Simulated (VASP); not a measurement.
Set up this calculation in VASP 6.6.1, as the native input.

```yaml
Task: single point
Functional: PBE
Potentials_or_basis: VASP PAW PBE potentials, release 64 (Ta_pv, Si)
Cutoff: 520 eV
k_mesh: 11 × 11 × 11
Occupations: fermi-dirac, width 0.05 eV
Spin: no spin polarisation
Dipole_correction: no
Further_INCAR_settings: ALGO = Normal; EDIFF = 1e-07; NBANDS = 14
```

The structure of TaSi (zincblende type) lies in POSCAR:

```
TaSi
1.0
    0.0000000000      2.8943181028      2.8943181028
    2.8943181028      0.0000000000      2.8943181028
    2.8943181028      2.8943181028      0.0000000000
Ta Si
1 1
Direct
    0.0000000000      0.0000000000      0.0000000000
    0.2500000000      0.2500000000      0.2500000000
```

The input as run:

INCAR

```
SYSTEM = TaSi
PREC = Accurate
ENCUT = 520
EDIFF = 1E-7
ISMEAR = -1
SIGMA = 0.05
LREAL = .FALSE.
LASPH = .TRUE.
NELM = 100
ALGO = Normal
ISIF = 2
LWAVE = .FALSE.
LCHARG = .TRUE.
GGA = PE
LELF = .TRUE.
LVHAR = .TRUE.
NBANDS = 14
```

KPOINTS

```
regular mesh
0
G
  11 11 11
  0 0 0
```

Potentials or basis: VASP PAW PBE potentials, release 64 (Ta_pv, Si).

Launch:

```console
$ cat potpaw_PBE.64/Ta_pv/POTCAR potpaw_PBE.64/Si/POTCAR > POTCAR
$ mpirun -np 1 vasp_std > vasp.out
```

Results of the run:

The pressure is -0.9 GPa.

Run time: 20 s on 1 thread of Intel(R) Xeon(R) Platinum 8559C (Emerald Rapids), with other jobs on the host, peak memory 0.19 GiB.
